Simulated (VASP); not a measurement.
# Y (P6_3/mmc) in VASP: notebook

Runs on Y. Level: r2SCAN. Tasks: single point.

Program: VASP 6.6.1. These are calculated values, not measurements. Logs are shortened: lines on timing, memory, paths and dates and some standing lists are left out, and cuts for length are marked.

## Step 1: The cell of the first run

Symmetry: P6_3/mmc, No. 194, hexagonal system. Conventional cell: a = 3.681 Å, b = 3.681 Å, c = 5.721 Å, α = 90.00°, β = 90.00°, γ = 120.00°. Within 4.7 Å of Y (site symmetry -6m2) lie 12 Y at 3.56 to 3.68 Å.

## Step 2: Single point, r2SCAN

File POSCAR:

```
Y
1.0
    3.6808463851      0.0000000000      0.0000000000
   -1.8404231926      3.1877064770      0.0000000000
    0.0000000000      0.0000000000      5.7206466204
Y
2
Direct
    0.3333333333      0.6666666667      0.2500000000
    0.6666666667      0.3333333333      0.7500000000
```

File INCAR.step1:

```
SYSTEM = Y
ALGO = Normal
EDIFF = 1E-4
ENCUT = 520
GGA = PE
ISMEAR = -1
LASPH = .TRUE.
LCHARG = .FALSE.
LREAL = .FALSE.
LWAVE = .TRUE.
NBANDS = 18
NELM = 80
PREC = Accurate
SIGMA = 0.1
```

File INCAR.step2:

```
SYSTEM = Y
ALGO = Normal
EDIFF = 1E-7
ENCUT = 520
ISIF = 2
ISMEAR = -1
ISTART = 1
LASPH = .TRUE.
LCHARG = .FALSE.
LMIXTAU = .TRUE.
LREAL = .FALSE.
LWAVE = .FALSE.
METAGGA = R2SCAN
NBANDS = 18
NELM = 80
PREC = Accurate
SIGMA = 0.1
```

File KPOINTS:

```
k-points
0
G
  11 11 6
  0 0 0
```

Potentials or basis: VASP PAW PBE potentials, release 64 (Y_sv).

On the command line:

```console
> cat potpaw_PBE.64/Y_sv/POTCAR > POTCAR
> cp INCAR.step1 INCAR
> mpirun -np 1 vasp_std > vasp.out
> cp INCAR.step2 INCAR
> mpirun -np 1 vasp_std > vasp.out
```

OUTCAR:

```text
SYSTEM = Y
   EDIFF = 1E-7
   ENCUT = 520
   ISIF = 2
   ISMEAR = -1
   ISTART = 1
   LASPH = .TRUE.
   LREAL = .FALSE.
   METAGGA = R2SCAN
   NELM = 80
   PREC = Accurate

 ion  position               nearest neighbor table
   1  0.333  0.667  0.250-   2 3.56   2 3.56   2 3.56   2 3.56   2 3.56   2 3.56
   2  0.667  0.333  0.750-   1 3.56   1 3.56   1 3.56   1 3.56   1 3.56   1 3.56

  LATTYP: Found a hexagonal cell.
 ALAT       =     3.6808463851
 C/A-ratio  =     1.5541660862

  Lattice vectors:

 A1 = (   3.6808463851,   0.0000000000,   0.0000000000)
 A2 = (  -1.8404231926,   3.1877064770,   0.0000000000)
 A3 = (   0.0000000000,   0.0000000000,   5.7206466204)

Analysis of symmetry for initial positions (statically):
=====================================================================
 Subroutine PRICEL returns:
 Original cell was already a primitive cell.

 Routine SETGRP: Setting up the symmetry group for a
 hexagonal supercell.

 Subroutine GETGRP returns: Found 24 space group operations
 (whereof 12 operations were pure point group operations)
 out of a pool of 24 trial point group operations.

The static configuration has the point symmetry D_3d.
 The point group associated with its full space group is D_6h.

Analysis of symmetry for dynamics (positions and initial velocities):
=====================================================================
 Subroutine PRICEL returns:
 Original cell was already a primitive cell.

 Routine SETGRP: Setting up the symmetry group for a
 hexagonal supercell.

 Subroutine GETGRP returns: Found 24 space group operations
 (whereof 12 operations were pure point group operations)
 out of a pool of 24 trial point group operations.

The dynamic configuration has the point symmetry D_3d.
 The point group associated with its full space group is D_6h.

 Subroutine INISYM returns: Found 24 space group operations
 (whereof 12 operations are pure point group operations),
 and found     1 'primitive' translations

----------------------------------------------------------------------------------------

                                     Primitive cell

  volume of cell :      67.1230

  direct lattice vectors                    reciprocal lattice vectors
     3.680846385  0.000000000  0.000000000     0.271676646  0.156852585  0.000000000
    -1.840423193  3.187706477  0.000000000     0.000000000  0.313705169  0.000000000
     0.000000000  0.000000000  5.720646620     0.000000000  0.000000000  0.174805414

  length of vectors
     3.680846385  3.680846385  5.720646620     0.313705169  0.313705169  0.174805414

  position of ions in fractional coordinates (direct lattice)
     0.333333333  0.666666667  0.250000000
     0.666666667  0.333333333  0.750000000

  ion indices of the primitive-cell ions
   primitive index   ion index
                 1           1
                 2           2

----------------------------------------------------------------------------------------

 KPOINTS: k-points

Automatic generation of k-mesh.
 Grid dimensions read from file:
 generate k-points for:   11   11    6

 Generating k-lattice:

  Cartesian coordinates                     Fractional coordinates (reciprocal lattice)
     0.024697877  0.014259326  0.000000000     0.090909091  0.000000000  0.000000000
     0.000000000  0.028518652  0.000000000     0.000000000  0.090909091  0.000000000
     0.000000000  0.000000000  0.029134236     0.000000000  0.000000000  0.166666667

  Length of vectors
     0.028518652  0.028518652  0.029134236

  Shift w.r.t. Gamma in fractional coordinates (k-lattice)
     0.000000000  0.000000000  0.000000000

 Subroutine IBZKPT returns following result:
 ===========================================

 Found     64 irreducible k-points:

 Following reciprocal coordinates:
            Coordinates               Weight
  0.000000  0.000000  0.000000      1.000000
  0.090909  0.000000  0.000000      6.000000
  0.181818  0.000000  0.000000      6.000000
  0.272727  0.000000  0.000000      6.000000
  0.363636  0.000000  0.000000      6.000000
  0.454545  0.000000  0.000000      6.000000
[... 16 lines left out ...]
  0.090909  0.090909  0.166667     12.000000
  0.181818  0.090909  0.166667     24.000000
 [... further k-points ...]
   k-points           NKPTS =     64   k-points in BZ     NKDIM =     64   number of bands    NBANDS=     18
   number of dos      NEDOS =    301   number of ions     NIONS =      2
   total plane-waves  NPLWV =  37632
   dimension x,y,z NGX =    28 NGY =   28 NGZ =   48
   dimension x,y,z NGXF=    56 NGYF=   56 NGZF=   96
   ions per type =               2
   NGX,Y,Z   is equivalent  to a cutoff of  12.65, 12.65, 13.95 a.u.
   NGXF,Y,Z  is equivalent  to a cutoff of  25.29, 25.29, 27.90 a.u.
 SYSTEM =  Y
   PREC   = accura    normal or accurate (medium, high low for compatibility)
   ISTART =      1    job   : 0-new  1-cont  2-samecut
   ICHARG =      0    charge: 1-file 2-atom 10-const
   ISPIN  =      1    spin polarized calculation?
   LNONCOLLINEAR =      F non collinear calculations
   LSORBIT =      F    spin-orbit coupling
   LASPH  =      T    aspherical Exc in radial PAW
   ENCUT  =  520.0 eV  38.22 Ry    6.18 a.u.   6.84  6.84 10.64*2*pi/ulx,y,z
   NELM   =     80;   NELMIN=  2; NELMDL=  0     # of ELM steps
   EDIFF  = 0.1E-06   stopping-criterion for ELM
   LREAL  =      F    real-space projection
   EDIFFG = 0.1E-05   stopping-criterion for IOM
   NSW    =      0    number of steps for IOM
   IBRION =     -1    ionic relax: 0-MD 1-quasi-New 2-CG
   NFREE  =      0    steps in history (QN), initial steepest desc. (CG)
   ISIF   =      2    stress and relaxation
   ISYM   =      2    0-nonsym 1-usesym 2-fastsym
   POTIM  = 0.5000    time-step for ionic-motion
   TEBEG  =    0.0;   TEEND  =   0.0 temperature during run
   PSTRESS=    0.0 pullay stress
   NELECT =      22.0000    total number of electrons
   NUPDOWN=      -1.0000    fix difference up-down
   EMIN   =  10.00;   EMAX   =-10.00  energy-range for DOS
   EFERMI =   0.00;   METHOD = LEGACY
   ISMEAR =    -1;   SIGMA  =   0.10  broadening in eV -4-tet -1-fermi 0-gaus
   EFERMI_NEDOS =   21; number of points for ismear=-14 and -15
   IALGO  =     38    algorithm
   IMIX   =      4    mixing-type and parameters
     AMIX     =   0.40;   BMIX     =  1.00
     AMIX_MAG =   1.60;   BMIX_MAG =  1.00
  volume/ion in A,a.u.               =      33.56       226.48
  Fermi-wavevector in a.u.,A,eV,Ry     =   1.128735  2.133000 17.334405  1.274043
  Thomas-Fermi vector in A             =   2.265426
   LORBIT       =      0    0 simple, 1 ext, 2 COOP (PROOUT), +10 PAW based schemes
   METAGGA = R2SCAN    functional components
   LHFCALC =     F    Hartree Fock is set to
   AEXX    =    0.0000 exact exchange contribution
   IVDW    =     0    specifies the selected vdW correction
   LEPSILON=     F    determine dielectric tensor
   LRPA    =     F    only Hartree local field effects (RPA)
 non-spin polarized calculation
  energy-cutoff  :      520.00
  volume of cell :       67.12
 maximum number of plane-waves:      1826
 NGX is ok and might be reduce to    28
   NGX = 13   NGY = 13   NGZ = 21

 number of electron      22.0000000 magnetization

 Free energy of the ion-electron system (eV)
  ---------------------------------------------------
  ext. energy  EPLUGINS =         0.00000000
  ---------------------------------------------------
  free energy    TOTEN  =       -40.60269211 eV

  energy without entropy =      -40.48686165  energy(sigma->0) =      -40.54477688

 E-fermi :   2.9232     XC(G=0):  -9.9798

 val. band max:        2.8970070284   @ k =   0.3636   0.0000   0.0000
 cond. band min:       2.9321031203   @ k =   0.4545   0.0000   0.3333
 fundamental gap:      0.0350960918
 Fermi energy:         2.9232240230

 k-point     1 :       0.0000    0.0000    0.0000
  band No.  band energies     occupation
      1     -41.3031      2.00000
      2     -41.2278      2.00000
      3     -20.9284      2.00000
      4     -20.4499      2.00000
      5     -20.4499      2.00000
      6     -20.3605      2.00000
[... 10 lines left out ...]
     17       5.9635      0.00000
     18       5.9635      0.00000

 k-point     2 :       0.0909    0.0000    0.0000
  band No.  band energies     occupation
      1     -41.2991      2.00000
      2     -41.2265      2.00000
      3     -20.9139      2.00000
      4     -20.4780      2.00000
      5     -20.4597      2.00000
      6     -20.3900      2.00000
[... 10 lines left out ...]
     17       5.7245      0.00000
     18       5.7904      0.00000

 k-point     3 :       0.1818    0.0000    0.0000
  band No.  band energies     occupation
      1     -41.2881      2.00000
      2     -41.2233      2.00000
      3     -20.8728      2.00000
      4     -20.5538      2.00000
      5     -20.4849      2.00000
      6     -20.4671      2.00000
[... 10 lines left out ...]
     17       6.0368      0.00000
     18       6.1521      0.00000

 k-point     4 :       0.2727    0.0000    0.0000
  band No.  band energies     occupation
      1     -41.2728      2.00000
      2     -41.2200      2.00000
      3     -20.8119      2.00000
      4     -20.6539      2.00000
      5     -20.5636      2.00000
      6     -20.5163      2.00000
[... 375 lines left out ...]
      4     -20.7361      2.00000
      5     -20.6299      2.00000
      6     -20.5504      2.00000
[... 10 lines left out ...]
     17       8.1458      0.00000
     18       8.3009      0.00000

 k-point    23 :       0.0909    0.0909    0.1667
  band No.  band energies     occupation
      1     -41.2871      2.00000
      2     -41.2288      2.00000
      3     -20.8573      2.00000
      4     -20.5125      2.00000
      5     -20.4926      2.00000
      6     -20.4538      2.00000
[... 10 lines left out ...]
     17       6.0387      0.00000
     18       6.3308      0.00000

 k-point    24 :       0.1818    0.0909    0.1667
  band No.  band energies     occupation
      1     -41.2746      2.00000
      2     -41.2249      2.00000
      3     -20.8215      2.00000
      4     -20.5899      2.00000
      5     -20.5644      2.00000
      6     -20.4928      2.00000
[... 10 lines left out ...]
     17       6.3235      0.00000
     18       6.7763      0.00000

 [... further k-points ...]
[... 5 lines left out ...]
  --------------------------------------------------------------------------------------
  -------------------------------------------------------------------------------------
  Total        0.0110537      0.0110537      0.0201451     -0.0000000      0.0000000     -0.0000000
  in kB        0.2638434      0.2638434      0.4808492     -0.0000000      0.0000000     -0.0000000
  external PRESSURE =       0.3361787 kB  Pullay stress =       0.0000000 kB

 VOLUME and BASIS-vectors are now :
 -----------------------------------------------------------------------------
  energy-cutoff  :      520.00
  volume of cell :       67.12
      direct lattice vectors                 reciprocal lattice vectors
     3.680846385  0.000000000  0.000000000     0.271676646  0.156852585  0.000000000
    -1.840423193  3.187706477  0.000000000     0.000000000  0.313705169  0.000000000
     0.000000000  0.000000000  5.720646620     0.000000000  0.000000000  0.174805414

 POSITION                                       TOTAL-FORCE (eV/Angst)
 -----------------------------------------------------------------------------------
     -0.00000      2.12514      1.43016        -0.000000     -0.000000      0.000000
      1.84042      1.06257      4.29048         0.000000      0.000000      0.000000
 -----------------------------------------------------------------------------------
    total drift:                               -0.000000      0.000000     -0.000000

  FREE ENERGIE OF THE ION-ELECTRON SYSTEM (eV)
  ---------------------------------------------------
  free  energy   TOTEN  =       -40.6026921111 eV

  energy  without entropy=      -40.4868616510  energy(sigma->0) =      -40.54477688
```

It took 10 min on 1 thread of Intel Xeon Platinum 8259CL at 2.50GHz (Skylake/Cascade Lake), shared host; peak memory 0.24 GiB.

Results:

- Free energy: -40.6027 eV
- Pressure: 0.0 GPa
- Band gap on the k mesh: zero (band 11 reaches 4.02 eV, above the bottom of band 12 at 2.36 eV)

Levels at points of the mesh, in eV from the Fermi level:
```
           k point  band 9  band 10  band 11  band 12  band 13  band 14
(0.00, 0.00, 0.00)   -4.88    -1.83     0.75     1.96     1.96     2.38
(0.00, 0.00, 0.50)   -3.39    -3.39     1.10     1.10     1.88     1.88
```

Caveat: the PAW data sets were made with another functional, which shifts forces and pressure a little.

[end of part 1 of 2]
